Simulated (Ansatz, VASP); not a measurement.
**B2SbN: VASP beside Ansatz**

```
CELL_PARAMETERS angstrom
3.34461 0.00000 0.00000
-1.67231 2.89652 0.00000
0.00000 0.00000 7.03393
ATOMIC_POSITIONS crystal
B 0.00000 0.00000 0.69612
B 0.00000 0.00000 0.30388
Sb 0.00000 0.00000 0.00000
N 0.00000 0.00000 0.50000
```

Alike in both runs: task relaxation of cell and atoms; functional PBE; k mesh 6 × 6 × 4; occupations gaussian, width 0.1 eV; no spin polarisation.

|  | VASP | Ansatz |
| --- | --- | --- |
| version | VASP 6.6.1 | Ansatz 0.2.0 |
| potentials or method | VASP PAW PBE potentials, release 64 (B, Sb, N), cutoff 600 eV | scalar-relativistic, plane waves, PAW |
| valence electrons in the cell | 16 | 26 |

```tsv
	VASP	Ansatz	Ansatz less VASP
gap on the k mesh at the Fermi level, each at its own relaxed structure (eV)	none	none	-
relaxed volume (Å³/atom)	15.75	15.71	-0.044
relaxed cell length with the largest relative difference (Å)	7.230	7.223	-0.0078
```

A gap of «none» marks a metal or a gap that the smearing closes. VASP's potentials hold 16 valence electrons a cell and Ansatz's 26, so a difference there can come from the potentials and not from the codes.

The k mesh is coarse, so the values compare programs but aren't converged. Spin-orbit coupling is off throughout.
